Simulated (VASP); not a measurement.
# Cs (Im-3m) in VASP: notebook

Cs is run at these levels: PBE, r2SCAN; tasks: single point.

Program: VASP 6.6.1. These are calculated values, not measurements. Logs are shortened: lines on timing, memory, paths and dates and some standing lists are left out, and cuts for length are marked.

**1. The cell of the first run**

The structure is cubic, space group Im-3m (No. 229). Conventional cell: a = 6.257 Å, b = 6.257 Å, c = 6.257 Å, α = 90.00°, β = 90.00°, γ = 90.00°.

**2. Single point, PBE**

File INCAR:

```
  PREC = Accurate
  ENCUT = 520
  EDIFF = 1E-6
  ISMEAR = -1
  SIGMA = 0.05
  LREAL = F
  LASPH = T
  NELM = 100
  ALGO = Normal
  ISIF = 2
  LWAVE = F
  LCHARG = T
  GGA = PE
  LELF = T
  LVHAR = T
  NBANDS = 10
```

File KPOINTS:

```
Automatic mesh
0
Gamma
  6 6 6
```

File POSCAR:

```
Cs
1.0
   -3.1284650614      3.1284650614      3.1284650614
    3.1284650614     -3.1284650614      3.1284650614
    3.1284650614      3.1284650614     -3.1284650614
Cs
1
Direct
    0.0000000000      0.0000000000      0.0000000000
```

Potentials or basis: VASP PAW PBE potentials, release 64 (Cs_sv).

On the command line:

```sh
cat potpaw_PBE.64/Cs_sv/POTCAR > POTCAR
mpirun -np 1 vasp_std > vasp.out
```

OUTCAR:

```text
PREC = Accurate
   ENCUT = 520
   EDIFF = 1E-6
   ISMEAR = -1
   LREAL = F
   LASPH = T
   NELM = 100
   ISIF = 2
   GGA = PE

 ion  position               nearest neighbor table
   1  0.000  0.000  0.000-

  LATTYP: Found a body centered cubic cell.
 ALAT       =     6.2569301228

  Lattice vectors:

 A1 = (  -3.1284650614,   3.1284650614,   3.1284650614)
 A2 = (   3.1284650614,  -3.1284650614,   3.1284650614)
 A3 = (   3.1284650614,   3.1284650614,  -3.1284650614)

Analysis of symmetry for initial positions (statically):
=====================================================================
 Subroutine PRICEL returns:
 Original cell was already a primitive cell.

 Routine SETGRP: Setting up the symmetry group for a
 body centered cubic supercell.

 Subroutine GETGRP returns: Found 48 space group operations
 (whereof 48 operations were pure point group operations)
 out of a pool of 48 trial point group operations.

The static configuration has the point symmetry O_h .

Analysis of symmetry for dynamics (positions and initial velocities):
=====================================================================
 Subroutine PRICEL returns:
 Original cell was already a primitive cell.

 Routine SETGRP: Setting up the symmetry group for a
 body centered cubic supercell.

 Subroutine GETGRP returns: Found 48 space group operations
 (whereof 48 operations were pure point group operations)
 out of a pool of 48 trial point group operations.

The dynamic configuration has the point symmetry O_h .

 Subroutine INISYM returns: Found 48 space group operations
 (whereof 48 operations are pure point group operations),
 and found     1 'primitive' translations

----------------------------------------------------------------------------------------

                                     Primitive cell

  volume of cell :     122.4768

  direct lattice vectors                    reciprocal lattice vectors
    -3.128465061  3.128465061  3.128465061     0.000000000  0.159822785  0.159822785
     3.128465061 -3.128465061  3.128465061     0.159822785  0.000000000  0.159822785
     3.128465061  3.128465061 -3.128465061     0.159822785  0.159822785  0.000000000

  length of vectors
     5.418660436  5.418660436  5.418660436     0.226023551  0.226023551  0.226023551

  position of ions in fractional coordinates (direct lattice)
     0.000000000  0.000000000  0.000000000

  ion indices of the primitive-cell ions
   primitive index   ion index
                 1           1

----------------------------------------------------------------------------------------

 KPOINTS: Automatic mesh

Automatic generation of k-mesh.
 Grid dimensions read from file:
 generate k-points for:    6    6    6

 Generating k-lattice:

  Cartesian coordinates                     Fractional coordinates (reciprocal lattice)
     0.000000000  0.026637131  0.026637131     0.166666667  0.000000000  0.000000000
     0.026637131  0.000000000  0.026637131     0.000000000  0.166666667  0.000000000
     0.026637131  0.026637131  0.000000000     0.000000000  0.000000000  0.166666667

  Length of vectors
     0.037670592  0.037670592  0.037670592

  Shift w.r.t. Gamma in fractional coordinates (k-lattice)
     0.000000000  0.000000000  0.000000000

 Subroutine IBZKPT returns following result:
 ===========================================

 Found     16 irreducible k-points:

 Following reciprocal coordinates:
            Coordinates               Weight
  0.000000  0.000000  0.000000      1.000000
  0.166667  0.000000  0.000000     12.000000
  0.333333  0.000000  0.000000     12.000000
  0.500000  0.000000  0.000000      6.000000
  0.166667  0.166667  0.000000     24.000000
  0.333333  0.166667  0.000000     48.000000
[... 8 lines left out ...]
  0.500000  0.500000  0.333333     12.000000
  0.500000  0.500000  0.500000      1.000000
   k-points           NKPTS =     16   k-points in BZ     NKDIM =     16   number of bands    NBANDS=     10
   number of dos      NEDOS =    301   number of ions     NIONS =      1
   total plane-waves  NPLWV =  64000
   dimension x,y,z NGX =    40 NGY =   40 NGZ =   40
   dimension x,y,z NGXF=    80 NGYF=   80 NGZF=   80
   ions per type =               1
   NGX,Y,Z   is equivalent  to a cutoff of  12.27, 12.27, 12.27 a.u.
   NGXF,Y,Z  is equivalent  to a cutoff of  24.54, 24.54, 24.54 a.u.
 SYSTEM =  unknown system
   PREC   = accura    normal or accurate (medium, high low for compatibility)
   ISTART =      0    job   : 0-new  1-cont  2-samecut
   ICHARG =      2    charge: 1-file 2-atom 10-const
   ISPIN  =      1    spin polarized calculation?
   LNONCOLLINEAR =      F non collinear calculations
   LSORBIT =      F    spin-orbit coupling
   LASPH  =      T    aspherical Exc in radial PAW
   ENCUT  =  520.0 eV  38.22 Ry    6.18 a.u.  10.08 10.08 10.08*2*pi/ulx,y,z
   NELM   =    100;   NELMIN=  2; NELMDL= -5     # of ELM steps
   EDIFF  = 0.1E-05   stopping-criterion for ELM
   LREAL  =      F    real-space projection
   EDIFFG = 0.1E-04   stopping-criterion for IOM
   NSW    =      0    number of steps for IOM
   IBRION =     -1    ionic relax: 0-MD 1-quasi-New 2-CG
   NFREE  =      0    steps in history (QN), initial steepest desc. (CG)
   ISIF   =      2    stress and relaxation
   ISYM   =      2    0-nonsym 1-usesym 2-fastsym
   POTIM  = 0.5000    time-step for ionic-motion
   TEBEG  =    0.0;   TEEND  =   0.0 temperature during run
   PSTRESS=    0.0 pullay stress
   NELECT =       9.0000    total number of electrons
   NUPDOWN=      -1.0000    fix difference up-down
   EMIN   =  10.00;   EMAX   =-10.00  energy-range for DOS
   EFERMI =   0.00;   METHOD = LEGACY
   ISMEAR =    -1;   SIGMA  =   0.05  broadening in eV -4-tet -1-fermi 0-gaus
   EFERMI_NEDOS =   21; number of points for ismear=-14 and -15
   IALGO  =     38    algorithm
   IMIX   =      4    mixing-type and parameters
     AMIX     =   0.40;   BMIX     =  1.00
     AMIX_MAG =   1.60;   BMIX_MAG =  1.00
  volume/ion in A,a.u.               =     122.48       826.51
  Fermi-wavevector in a.u.,A,eV,Ry     =   0.685706  1.295796  6.397353  0.470192
  Thomas-Fermi vector in A             =   1.765724
   LORBIT       =      0    0 simple, 1 ext, 2 COOP (PROOUT), +10 PAW based schemes
   GGA     = PE    functional components
   LHFCALC =     F    Hartree Fock is set to
   AEXX    =    0.0000 exact exchange contribution
   IVDW    =     0    specifies the selected vdW correction
   LEPSILON=     F    determine dielectric tensor
   LRPA    =     F    only Hartree local field effects (RPA)
 non-spin polarized calculation
  energy-cutoff  :      520.00
  volume of cell :      122.48
 maximum number of plane-waves:      3322
   NGX = 21   NGY = 21   NGZ = 21

 number of electron       8.9999999 magnetization

 Free energy of the ion-electron system (eV)
  ---------------------------------------------------
  ext. energy  EPLUGINS =         0.00000000
  ---------------------------------------------------
  free energy    TOTEN  =        -0.84607653 eV

  energy without entropy =       -0.82806724  energy(sigma->0) =       -0.83707188

 E-fermi :   0.3082     XC(G=0):  -5.2513

 val. band max:        0.1829674873   @ k =   0.1667   0.1667   0.1667
 cond. band min:       0.3251211252   @ k =   0.3333   0.1667   0.0000
 fundamental gap:      0.1421536379
 Fermi energy:         0.3082234065

 k-point     1 :       0.0000    0.0000    0.0000
  band No.  band energies     occupation
      1     -23.5922      2.00000
      2     -10.3437      2.00000
      3     -10.3437      2.00000
      4     -10.3437      2.00000
      5      -1.3124      2.00000
      6       2.7553      0.00000
      7       2.7553      0.00000
      8       2.7553      0.00000
      9       3.5701      0.00000
     10       3.5701      0.00000

 k-point     2 :       0.1667    0.0000    0.0000
  band No.  band energies     occupation
      1     -23.5909      2.00000
      2     -10.3719      2.00000
      3     -10.3531      2.00000
      4     -10.3437      2.00000
      5      -1.0297      2.00000
      6       2.4147      0.00000
      7       2.4865      0.00000
      8       3.0394      0.00000
      9       3.3577      0.00000
     10       3.5409      0.00000

 k-point     3 :       0.3333    0.0000    0.0000
  band No.  band energies     occupation
      1     -23.5885      2.00000
      2     -10.4270      2.00000
      3     -10.3716      2.00000
      4     -10.3437      2.00000
      5      -0.2905      1.99999
      6       1.6329      0.00000
      7       2.1017      0.00000
      8       3.4915      0.00000
      9       3.6716      0.00000
     10       3.8559      0.00000

 k-point     4 :       0.5000    0.0000    0.0000
  band No.  band energies     occupation
      1     -23.5872      2.00000
      2     -10.4538      2.00000
      3     -10.3808      2.00000
      4     -10.3437      2.00000
      5       0.3612      0.51518
      6       1.1131      0.00000
      7       1.9500      0.00000
      8       3.3863      0.00000
      9       3.9899      0.00000
     10       4.5042      0.00000
[... 118 lines left out ...]
 k-point    14 :      -0.3333    0.3333    0.3333
  band No.  band energies     occupation
      1     -23.5854      2.00000
      2     -10.4164      2.00000
      3     -10.4024      2.00000
      4     -10.4024      2.00000
      5       0.5277      0.02452
      6       1.3850      0.00000
      7       2.6478      0.00000
      8       2.6478      0.00000
      9       2.8916      0.00000
     10       3.9311      0.00000

 k-point    15 :       0.5000    0.5000    0.3333
  band No.  band energies     occupation
      1     -23.5843      2.00000
      2     -10.4308      2.00000
      3     -10.4126      2.00000
      4     -10.4036      2.00000
      5       1.0194      0.00000
      6       1.0580      0.00000
      7       2.3313      0.00000
      8       2.7452      0.00000
      9       3.3796      0.00000
     10       4.6236      0.00000

 k-point    16 :       0.5000    0.5000    0.5000
  band No.  band energies     occupation
      1     -23.5833      2.00000
      2     -10.4230      2.00000
      3     -10.4230      2.00000
      4     -10.4230      2.00000
      5       1.0012      0.00000
      6       1.0012      0.00000
      7       3.1577      0.00000
      8       3.1577      0.00000
      9       3.1577      0.00000
     10       4.4460      0.00000

------------------------ aborting loop because EDIFF is reached ----------------------------------------

  FORCE on cell =-STRESS in cart. coord.  units (eV):
  Direction    XX          YY          ZZ          XY          YZ          ZX
  --------------------------------------------------------------------------------------
  -------------------------------------------------------------------------------------
  Total       -0.0620112     -0.0620112     -0.0620112     -0.0000000      0.0000000     -0.0000000
  in kB       -0.8111977     -0.8111977     -0.8111977     -0.0000000      0.0000000     -0.0000000
  external PRESSURE =      -0.8111977 kB  Pullay stress =       0.0000000 kB

 VOLUME and BASIS-vectors are now :
 -----------------------------------------------------------------------------
  energy-cutoff  :      520.00
  volume of cell :      122.48
      direct lattice vectors                 reciprocal lattice vectors
    -3.128465061  3.128465061  3.128465061     0.000000000  0.159822785  0.159822785
     3.128465061 -3.128465061  3.128465061     0.159822785  0.000000000  0.159822785
     3.128465061  3.128465061 -3.128465061     0.159822785  0.159822785  0.000000000

 POSITION                                       TOTAL-FORCE (eV/Angst)
 -----------------------------------------------------------------------------------
      0.00000      0.00000      0.00000         0.000000      0.000000      0.000000
 -----------------------------------------------------------------------------------
    total drift:                               -0.000000      0.000000      0.000000

  FREE ENERGIE OF THE ION-ELECTRON SYSTEM (eV)
  ---------------------------------------------------
  free  energy   TOTEN  =        -0.8460765321 eV

  energy  without entropy=       -0.8280672378  energy(sigma->0) =       -0.83707188
```

Run time: 9 s. Hardware: 1 thread of AMD EPYC 9R45 (Zen 5), shared host; peak memory 0.19 GiB.

Results:

| Item | Value |
| --- | --- |
| Free energy | -0.8461 eV |
| Pressure | -0.1 GPa |
| Band gap on the k mesh | zero (an odd number of electrons rules out a gap without spin polarisation) |

Caveat: spin-orbit coupling is left out, which moves the levels of the heavy elements.

(Continued in part 2 of 2.)

The gap in the log of VASP goes by the Fermi energy; the results here count the filled bands.